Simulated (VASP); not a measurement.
# Ge (Fd-3m) in VASP: notebook

Ge is run at these levels: LDA; tasks: single point.

Program: VASP 6.6.1. These are calculated values, not measurements. Logs are shortened: lines on timing, memory, paths and dates and some standing lists are left out, and cuts for length are marked.

## 1. The cell of the first run

The structure is cubic, space group Fd-3m (No. 227). Conventional cell: a = 5.630 Å, b = 5.630 Å, c = 5.630 Å, α = 90.00°, β = 90.00°, γ = 90.00°. Ge (site symmetry -43m) has 4 Ge at 2.44 Å within 3.2 Å.

## 2. Single point, LDA

INCAR reads:

```
PREC = Accurate
ENCUT = 520
EDIFF = 1E-6
ISMEAR = 1
SIGMA = 0.6
LREAL = False
LASPH = True
NELM = 60
ALGO = Normal
ISIF = 2
LWAVE = False
LCHARG = False
GGA = CA
NBANDS = 21
```

KPOINTS reads:

```
Automatic mesh
0
Gamma
  10 10 10
```

POSCAR reads:

```
Ge
1.0
    0.0000000000      2.8147752533      2.8147752533
    2.8147752533      0.0000000000      2.8147752533
    2.8147752533      2.8147752533      0.0000000000
Ge
2
Direct
    0.5000000000      0.5000000000      0.5000000000
    0.7500000000      0.7500000000      0.7500000000
```

Potentials or basis: VASP PAW LDA potentials, release 64 (Ge_d).

Command:

```
> cat potpaw_LDA.64/Ge_d/POTCAR > POTCAR
> mpirun -np 1 vasp_std > vasp.out
```

OUTCAR:

```text
PREC = Accurate
   ENCUT = 520
   EDIFF = 1E-6
   ISMEAR = 1
   LREAL = False
   LASPH = True
   NELM = 60
   ISIF = 2
   GGA = CA

 ion  position               nearest neighbor table
   1  0.500  0.500  0.500-   2 2.44   2 2.44   2 2.44   2 2.44
   2  0.750  0.750  0.750-   1 2.44   1 2.44   1 2.44   1 2.44

  LATTYP: Found a face centered cubic cell.
 ALAT       =     5.6295505066

  Lattice vectors:

 A1 = (   0.0000000000,   2.8147752533,   2.8147752533)
 A2 = (   2.8147752533,   0.0000000000,   2.8147752533)
 A3 = (   2.8147752533,   2.8147752533,   0.0000000000)

Analysis of symmetry for initial positions (statically):
=====================================================================
 Subroutine PRICEL returns:
 Original cell was already a primitive cell.

 Routine SETGRP: Setting up the symmetry group for a
 face centered cubic supercell.

 Subroutine GETGRP returns: Found 48 space group operations
 (whereof 24 operations were pure point group operations)
 out of a pool of 48 trial point group operations.

The static configuration has the point symmetry T_d .
 The point group associated with its full space group is O_h .

Analysis of symmetry for dynamics (positions and initial velocities):
=====================================================================
 Subroutine PRICEL returns:
 Original cell was already a primitive cell.

 Routine SETGRP: Setting up the symmetry group for a
 face centered cubic supercell.

 Subroutine GETGRP returns: Found 48 space group operations
 (whereof 24 operations were pure point group operations)
 out of a pool of 48 trial point group operations.

The dynamic configuration has the point symmetry T_d .
 The point group associated with its full space group is O_h .

 Subroutine INISYM returns: Found 48 space group operations
 (whereof 24 operations are pure point group operations),
 and found     1 'primitive' translations

----------------------------------------------------------------------------------------

                                     Primitive cell

  volume of cell :      44.6027

  direct lattice vectors                    reciprocal lattice vectors
     0.000000000  2.814775253  2.814775253    -0.177634076  0.177634076  0.177634076
     2.814775253  0.000000000  2.814775253     0.177634076 -0.177634076  0.177634076
     2.814775253  2.814775253  0.000000000     0.177634076  0.177634076 -0.177634076

  length of vectors
     3.980693338  3.980693338  3.980693338     0.307671244  0.307671244  0.307671244

  position of ions in fractional coordinates (direct lattice)
     0.500000000  0.500000000  0.500000000
     0.750000000  0.750000000  0.750000000

  ion indices of the primitive-cell ions
   primitive index   ion index
                 1           1
                 2           2

----------------------------------------------------------------------------------------

 KPOINTS: Automatic mesh

Automatic generation of k-mesh.
 Grid dimensions read from file:
 generate k-points for:   10   10   10

 Generating k-lattice:

  Cartesian coordinates                     Fractional coordinates (reciprocal lattice)
    -0.017763408  0.017763408  0.017763408     0.100000000  0.000000000  0.000000000
     0.017763408 -0.017763408  0.017763408     0.000000000  0.100000000  0.000000000
     0.017763408  0.017763408 -0.017763408     0.000000000  0.000000000  0.100000000

  Length of vectors
     0.030767124  0.030767124  0.030767124

  Shift w.r.t. Gamma in fractional coordinates (k-lattice)
     0.000000000  0.000000000  0.000000000

 Subroutine IBZKPT returns following result:
 ===========================================

 Found     47 irreducible k-points:

 Following reciprocal coordinates:
            Coordinates               Weight
  0.000000  0.000000  0.000000      1.000000
  0.100000  0.000000  0.000000      8.000000
  0.200000  0.000000  0.000000      8.000000
  0.300000  0.000000  0.000000      8.000000
  0.400000  0.000000  0.000000      8.000000
  0.500000  0.000000  0.000000      4.000000
[... 16 lines left out ...]
  0.300000  0.300000  0.000000      6.000000
  0.400000  0.300000  0.000000     24.000000
 [... further k-points ...]
   k-points           NKPTS =     47   k-points in BZ     NKDIM =     47   number of bands    NBANDS=     21
   number of dos      NEDOS =    301   number of ions     NIONS =      2
   total plane-waves  NPLWV =  27000
   dimension x,y,z NGX =    30 NGY =   30 NGZ =   30
   dimension x,y,z NGXF=    60 NGYF=   60 NGZF=   60
   ions per type =               2
   NGX,Y,Z   is equivalent  to a cutoff of  12.53, 12.53, 12.53 a.u.
   NGXF,Y,Z  is equivalent  to a cutoff of  25.06, 25.06, 25.06 a.u.
 SYSTEM =  unknown system
   PREC   = accura    normal or accurate (medium, high low for compatibility)
   ISTART =      0    job   : 0-new  1-cont  2-samecut
   ICHARG =      2    charge: 1-file 2-atom 10-const
   ISPIN  =      1    spin polarized calculation?
   LNONCOLLINEAR =      F non collinear calculations
   LSORBIT =      F    spin-orbit coupling
   LASPH  =      T    aspherical Exc in radial PAW
   ENCUT  =  520.0 eV  38.22 Ry    6.18 a.u.   7.40  7.40  7.40*2*pi/ulx,y,z
   NELM   =     60;   NELMIN=  2; NELMDL= -5     # of ELM steps
   EDIFF  = 0.1E-05   stopping-criterion for ELM
   LREAL  =      F    real-space projection
   EDIFFG = 0.1E-04   stopping-criterion for IOM
   NSW    =      0    number of steps for IOM
   IBRION =     -1    ionic relax: 0-MD 1-quasi-New 2-CG
   NFREE  =      0    steps in history (QN), initial steepest desc. (CG)
   ISIF   =      2    stress and relaxation
   ISYM   =      2    0-nonsym 1-usesym 2-fastsym
   POTIM  = 0.5000    time-step for ionic-motion
   TEBEG  =    0.0;   TEEND  =   0.0 temperature during run
   PSTRESS=    0.0 pullay stress
   NELECT =      28.0000    total number of electrons
   NUPDOWN=      -1.0000    fix difference up-down
   EMIN   =  10.00;   EMAX   =-10.00  energy-range for DOS
   EFERMI =   0.00;   METHOD = LEGACY
   ISMEAR =     1;   SIGMA  =   0.60  broadening in eV -4-tet -1-fermi 0-gaus
   EFERMI_NEDOS =   21; number of points for ismear=-14 and -15
   IALGO  =     38    algorithm
   IMIX   =      4    mixing-type and parameters
     AMIX     =   0.40;   BMIX     =  1.00
     AMIX_MAG =   1.60;   BMIX_MAG =  1.00
  volume/ion in A,a.u.               =      22.30       150.50
  Fermi-wavevector in a.u.,A,eV,Ry     =   1.401760  2.648943 26.734526  1.964932
  Thomas-Fermi vector in A             =   2.524590
   LORBIT       =      0    0 simple, 1 ext, 2 COOP (PROOUT), +10 PAW based schemes
   GGA     = CA    functional components
   LHFCALC =     F    Hartree Fock is set to
   AEXX    =    0.0000 exact exchange contribution
   IVDW    =     0    specifies the selected vdW correction
   LEPSILON=     F    determine dielectric tensor
   LRPA    =     F    only Hartree local field effects (RPA)
 non-spin polarized calculation
 Methfessel and Paxton  Order N= 1 SIGMA  =   0.60
  energy-cutoff  :      520.00
  volume of cell :       44.60
 maximum number of plane-waves:      1243
 NGX is ok and might be reduce to    30
   NGX = 15   NGY = 15   NGZ = 15

 number of electron      28.0000032 magnetization

 Free energy of the ion-electron system (eV)
  ---------------------------------------------------
  ext. energy  EPLUGINS =         0.00000000
  ---------------------------------------------------
  free energy    TOTEN  =       -10.38483454 eV

  energy without entropy =      -10.40103747  energy(sigma->0) =      -10.39023551

 E-fermi :   4.9645     XC(G=0): -10.3587

 val. band max:        4.8723670279   @ k =   0.0000   0.0000   0.0000
 cond. band min:       4.9842652643   @ k =   0.5000   0.0000   0.0000
 fundamental gap:      0.1118982365
 Fermi energy:         4.9645466966

 k-point     1 :       0.0000    0.0000    0.0000
  band No.  band energies     occupation
      1     -20.0874      2.00000
      2     -20.0874      2.00000
      3     -20.0874      2.00000
      4     -20.0495      2.00000
      5     -20.0495      2.00000
      6     -19.8305      2.00000
[... 13 lines left out ...]
     20      14.4626     -0.00000
     21      14.4626     -0.00000

 k-point     2 :       0.1000    0.0000    0.0000
  band No.  band energies     occupation
      1     -20.0933      2.00000
      2     -20.0933      2.00000
      3     -20.0857      2.00000
      4     -20.0412      2.00000
      5     -20.0412      2.00000
      6     -19.8395      2.00000
[... 13 lines left out ...]
     20      13.6892     -0.00000
     21      13.6892     -0.00000

 k-point     3 :       0.2000    0.0000    0.0000
  band No.  band energies     occupation
      1     -20.1026      2.00000
      2     -20.1026      2.00000
      3     -20.0812      2.00000
      4     -20.0264      2.00000
      5     -20.0264      2.00000
      6     -19.8518      2.00000
[... 13 lines left out ...]
     20      13.1655     -0.00000
     21      13.1655     -0.00000

 k-point     4 :       0.3000    0.0000    0.0000
  band No.  band energies     occupation
      1     -20.1089      2.00000
      2     -20.1089      2.00000
      3     -20.0755      2.00000
      4     -20.0143      2.00000
      5     -20.0143      2.00000
      6     -19.8607      2.00000
[... 13 lines left out ...]
     20      13.5446     -0.00000
     21      13.5446     -0.00000

 k-point     5 :       0.4000    0.0000    0.0000
  band No.  band energies     occupation
      1     -20.1119      2.00000
      2     -20.1119      2.00000
      3     -20.0708      2.00000
      4     -20.0077      2.00000
      5     -20.0077      2.00000
      6     -19.8649      2.00000
[... 13 lines left out ...]
     20      14.7913     -0.00000
     21      14.7913     -0.00000
[... 382 lines left out ...]
     20      14.1719     -0.00000
     21      16.2255     -0.00000

 k-point    22 :      -0.2000    0.2000    0.0000
  band No.  band energies     occupation
      1     -20.1181      2.00000
      2     -20.1176      2.00000
      3     -20.0592      2.00000
      4     -20.0157      2.00000
      5     -19.9914      2.00000
      6     -19.8867      2.00000
[... 13 lines left out ...]
     20      14.6563     -0.00000
     21      15.2859     -0.00000

 k-point    23 :       0.3000    0.3000    0.0000
  band No.  band energies     occupation
      1     -20.1115      2.00000
      2     -20.1115      2.00000
      3     -20.0881      2.00000
      4     -19.9994      2.00000
      5     -19.9561      2.00000
      6     -19.9447      2.00000
[... 13 lines left out ...]
     20      15.9985     -0.00000
     21      16.0083     -0.00000

 k-point    24 :       0.4000    0.3000    0.0000
  band No.  band energies     occupation
      1     -20.1223      2.00000
      2     -20.1163      2.00000
      3     -20.0708      2.00000
      4     -19.9836      2.00000
      5     -19.9630      2.00000
      6     -19.9382      2.00000
[... 13 lines left out ...]
     20      16.4711     -0.00000
     21      16.7426     -0.00000

 [... further k-points ...]
[... 5 lines left out ...]
  --------------------------------------------------------------------------------------
  -------------------------------------------------------------------------------------
  Total       -0.0020198     -0.0020198     -0.0020198      0.0000000      0.0000000      0.0000000
  in kB       -0.0725540     -0.0725540     -0.0725540      0.0000000      0.0000000      0.0000000
  external PRESSURE =      -0.0725540 kB  Pullay stress =       0.0000000 kB

 VOLUME and BASIS-vectors are now :
 -----------------------------------------------------------------------------
  energy-cutoff  :      520.00
  volume of cell :       44.60
      direct lattice vectors                 reciprocal lattice vectors
     0.000000000  2.814775253  2.814775253    -0.177634076  0.177634076  0.177634076
     2.814775253  0.000000000  2.814775253     0.177634076 -0.177634076  0.177634076
     2.814775253  2.814775253  0.000000000     0.177634076  0.177634076 -0.177634076

 POSITION                                       TOTAL-FORCE (eV/Angst)
 -----------------------------------------------------------------------------------
      2.81478      2.81478      2.81478         0.000000      0.000000      0.000000
      4.22216      4.22216      4.22216        -0.000000     -0.000000     -0.000000
 -----------------------------------------------------------------------------------
    total drift:                                0.000000     -0.000000     -0.000000

  FREE ENERGIE OF THE ION-ELECTRON SYSTEM (eV)
  ---------------------------------------------------
  free  energy   TOTEN  =       -10.3848345352 eV

  energy  without entropy=      -10.4010374713  energy(sigma->0) =      -10.39023551
```

It took 58 s on 1 thread of Intel Xeon 8259CL, shared host; peak memory 0.16 GiB.

Results:

| Property | Result |
| --- | --- |
| Free energy | -10.3848 eV |
| Pressure | 0.0 GPa |
| Band gap on the k mesh | zero (filled and empty bands touch) |

Levels at points of the mesh, in eV from the Fermi level:
```tsv
k point	band 12	band 13	band 14	band 15	band 16	band 17
(0.00, 0.00, 0.00)	-0.10	-0.09	-0.09	-0.09	2.44	2.44
(0.50, 0.00, 0.00)	-7.80	-1.52	-1.52	0.02	3.63	3.63
(0.50, 0.50, 0.00)	-9.07	-3.22	-3.22	0.55	0.55	9.44
```

Caveat: so wide a smearing shifts energies and pressures; semilocal functionals underestimate gaps, so a narrow gap can read as zero.

## 3. Single point, LDA

INCAR reads:

```
PREC = Accurate
ENCUT = 520
EDIFF = 1E-6
ISMEAR = 1
SIGMA = 1.0
LREAL = F
LASPH = T
NELM = 100
ALGO = Normal
ISIF = 2
LWAVE = F
LCHARG = T
GGA = CA
LELF = T
LVHAR = T
NBANDS = 21
```

KPOINTS reads:

```
regular mesh
0
Gamma
  10 10 10
```

POSCAR is that of step 2.

Potentials or basis: VASP PAW LDA potentials, release 64 (Ge_d).

Command:

```
> cat potpaw_LDA.64/Ge_d/POTCAR > POTCAR
> mpirun -np 1 vasp_std > vasp.out
```

Wall time 43 s (1 thread of Intel Xeon 8259CL, shared host); peak memory 0.16 GiB.

The run converged. Its results:

```yaml
Free_energy: -10.3591 eV
Pressure: -0.2 GPa
Band_gap_on_the_k_mesh: zero (filled and empty bands touch)
```

Levels at points of the mesh, in eV from the Fermi level:
| k point | band 12 | band 13 | band 14 | band 15 | band 16 | band 17 |
| --- | --- | --- | --- | --- | --- | --- |
| (0.00, 0.00, 0.00) | -0.17 | -0.16 | -0.16 | -0.16 | 2.37 | 2.37 |
| (0.50, 0.00, 0.00) | -7.87 | -1.59 | -1.59 | -0.05 | 3.57 | 3.57 |
| (0.50, 0.50, 0.00) | -9.14 | -3.29 | -3.29 | 0.49 | 0.49 | 9.37 |

Caveat: so wide a smearing shifts energies and pressures; semilocal functionals underestimate gaps, so a narrow gap can read as zero.

## 4. Single point, LDA

INCAR reads:

```
SYSTEM = Ge
PREC = Accurate
ENCUT = 520
EDIFF = 1E-6
ISMEAR = -1
SIGMA = 0.05
LREAL = .False.
LASPH = .True.
NELM = 60
ALGO = Normal
ISIF = 2
LWAVE = .False.
LCHARG = .False.
NBANDS = 21
```

KPOINTS reads:

```
Automatic mesh
0
Gamma
  14 14 14
  0 0 0
```

POSCAR is that of step 3.

Potentials or basis: VASP PAW LDA potentials, release 64 (Ge_d).

Command:

```
> cat potpaw_LDA.64/Ge_d/POTCAR > POTCAR
> mpirun -np 1 vasp_std > vasp.out
```

OUTCAR:

```text
SYSTEM = Ge
   PREC = Accurate
   ENCUT = 520
   EDIFF = 1E-6
   ISMEAR = -1
   LREAL = .False.
   LASPH = .True.
   NELM = 60
   ISIF = 2

 ion  position               nearest neighbor table
   1  0.500  0.500  0.500-   2 2.44   2 2.44   2 2.44   2 2.44
   2  0.750  0.750  0.750-   1 2.44   1 2.44   1 2.44   1 2.44

  LATTYP: Found a face centered cubic cell.
 ALAT       =     5.6295505066

  Lattice vectors:

 A1 = (   0.0000000000,   2.8147752533,   2.8147752533)
 A2 = (   2.8147752533,   0.0000000000,   2.8147752533)
 A3 = (   2.8147752533,   2.8147752533,   0.0000000000)

Analysis of symmetry for initial positions (statically):
=====================================================================
 Subroutine PRICEL returns:
 Original cell was already a primitive cell.

 Routine SETGRP: Setting up the symmetry group for a
 face centered cubic supercell.

 Subroutine GETGRP returns: Found 48 space group operations
 (whereof 24 operations were pure point group operations)
 out of a pool of 48 trial point group operations.

The static configuration has the point symmetry T_d .
[... 153 lines left out ...]
 number of electron      28.0000032 magnetization

 Free energy of the ion-electron system (eV)
  ---------------------------------------------------
  ext. energy  EPLUGINS =         0.00000000
  ---------------------------------------------------
  free energy    TOTEN  =       -10.39202216 eV

  energy without entropy =      -10.39159277  energy(sigma->0) =      -10.39180747

 E-fermi :   4.9051     XC(G=0): -10.3595

 val. band max:        4.8703327862   @ k =   0.0000   0.0000   0.0000
 cond. band min:       4.9827636691   @ k =   0.5000   0.0000   0.0000
 fundamental gap:      0.1124308829
 Fermi energy:         4.9051363605

 k-point     1 :       0.0000    0.0000    0.0000
  band No.  band energies     occupation
      1     -20.0910      2.00000
      2     -20.0910      2.00000
      3     -20.0910      2.00000
      4     -20.0530      2.00000
      5     -20.0530      2.00000
      6     -19.8341      2.00000
[... 565 lines left out ...]
     20      14.1059      0.00000
     21      14.7341      0.00000

 [... further k-points ...]
[... 5 lines left out ...]
  --------------------------------------------------------------------------------------
  -------------------------------------------------------------------------------------
  Total       -0.0154373     -0.0154373     -0.0154373      0.0000000      0.0000000      0.0000000
  in kB       -0.5545242     -0.5545242     -0.5545242      0.0000000      0.0000000      0.0000000
  external PRESSURE =      -0.5545242 kB  Pullay stress =       0.0000000 kB

 VOLUME and BASIS-vectors are now :
 -----------------------------------------------------------------------------
  energy-cutoff  :      520.00
  volume of cell :       44.60
      direct lattice vectors                 reciprocal lattice vectors
     0.000000000  2.814775253  2.814775253    -0.177634076  0.177634076  0.177634076
     2.814775253  0.000000000  2.814775253     0.177634076 -0.177634076  0.177634076
     2.814775253  2.814775253  0.000000000     0.177634076  0.177634076 -0.177634076

 POSITION                                       TOTAL-FORCE (eV/Angst)
 -----------------------------------------------------------------------------------
      2.81478      2.81478      2.81478        -0.000000     -0.000000     -0.000000
      4.22216      4.22216      4.22216         0.000000      0.000000      0.000000
 -----------------------------------------------------------------------------------
    total drift:                                0.000000     -0.000000     -0.000000

  FREE ENERGIE OF THE ION-ELECTRON SYSTEM (eV)
  ---------------------------------------------------
  free  energy   TOTEN  =       -10.3920221625 eV

  energy  without entropy=      -10.3915927736  energy(sigma->0) =      -10.39180747
```

Wall time 1.7 min (1 thread of Intel Xeon 8259CL, shared host); peak memory 0.2 GiB.

What came out:

| Property | Result |
| --- | --- |
| Free energy | -10.3920 eV |
| Pressure | -0.1 GPa |
| Band gap on the k mesh | zero (filled and empty bands touch) |

Caveat: semilocal functionals underestimate gaps, so a narrow gap can read as zero.

## 5. Overview

| k mesh | smearing | gap on the mesh (eV) | pressure (GPa) |
| --- | --- | --- | --- |
| 10 × 10 × 10 | methfessel-paxton 0.6 eV | none | 0.0 |
| 10 × 10 × 10 | methfessel-paxton 1 eV | none | -0.2 |
| 14 × 14 × 14 | fermi-dirac 0.05 eV | none | -0.1 |

Alike in all rows: task single point; level LDA; potentials or basis VASP PAW LDA potentials, release 64 (Ge_d); no spin polarisation; cell as given; cutoff (eV) 520.

Caveats: semilocal functionals underestimate gaps, so a narrow gap can read as zero; so wide a smearing shifts energies and pressures (at least some runs).

Absolute energies hang on the potentials; compare differences alone.
